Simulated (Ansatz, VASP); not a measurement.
# Sb: VASP beside Ansatz

The input INCAR:

```
PREC = Accurate
ENCUT = 520
EDIFF = 1E-6
ISMEAR = -1
SIGMA = 0.05
LREAL = False
LASPH = True
NELM = 80
ALGO = Normal
ISIF = 2
LWAVE = False
LCHARG = True
GGA = PE
LELF = True
LVHAR = True
NBANDS = 12
```

File KPOINTS:

```
regular mesh
0
Gamma
  9 9 9
```

POSCAR

```
Sb
1.0
    2.2253850772      1.3300686856      3.7948837502
   -2.0758155868      1.2655506756      3.7303657402
    0.0189105096     -2.4271393611      3.7067505096
Sb
2
Direct
    0.2336400000      0.2336400000      0.2336400000
    0.7663600000      0.7663600000      0.7663600000
```

Input for Ansatz:

```yaml
crystal:
  lattice:
    - [2.2253850772, 1.3300686856, 3.7948837502]
    - [-2.0758155868, 1.2655506756, 3.7303657402]
    - [0.0189105096, -2.4271393611, 3.7067505096]
  atoms:
    - { symbol: Sb, position: [0.23364, 0.23364, 0.23364] }
    - { symbol: Sb, position: [0.76636, 0.76636, 0.76636] }
kpoints:
  mp_grid: { grid: [9, 9, 9] }
  band_path:
    path:
      - [0.0, 0.0, 0.0]
      - [-0.5, -0.5, -0.5]
      - [0.5, 0.0, 0.0]
      - [0.0, 0.0, 0.0]
      - [0.0, 0.0, 0.5]
      - [0.0, -0.5, 0.0]
      - [0.0, 0.0, 0.0]
      - [0.5, 0.0, 0.5]
      - [-0.5, -0.5, 0.0]
    npoints: 5
scf:
  occupations: { method: fermi_dirac, width: 0.05 }
hamiltonian:
  xc: pbe
  pseudopotentials: { kind: all_electron, lapw: { basis_error: 0.0005 } }
output:
  forces: true
  stress: true
  eigenvalues: true
```

Change from the starting cell: equal xy, yz and zx shear strains of +3 %.

Alike in both runs: task single point; functional PBE; k mesh 9 × 9 × 9; occupations fermi-dirac, width 0.05 eV; no spin polarisation.

```csv
,VASP,Ansatz
version,VASP 6.6.1,Ansatz 0.2.0
potentials or method,"VASP PAW PBE potentials, release 64 (Sb), cutoff 520 eV","all-electron LAPW, scalar-relativistic"
```

Ansatz gave:

| Property | Result |
| --- | --- |
| pressure (GPa) | 3.2 |
| traceless stress, the component that is largest in VASP (GPa) | -1.78 |
| rms of the force components (eV/Å) | 0.151 |

**Question.** What did VASP give for the same quantities?

**Answer.** Pressure (GPa): 3.3; traceless stress, the component that is largest in VASP (GPa): -1.78; rms of the force components (eV/Å): 0.174.

Atom by atom the forces differ by 0.026 eV/Å (rms over components). Ansatz ran all-electron here, and VASP with PAW potentials.

Neither program's run includes spin-orbit coupling.
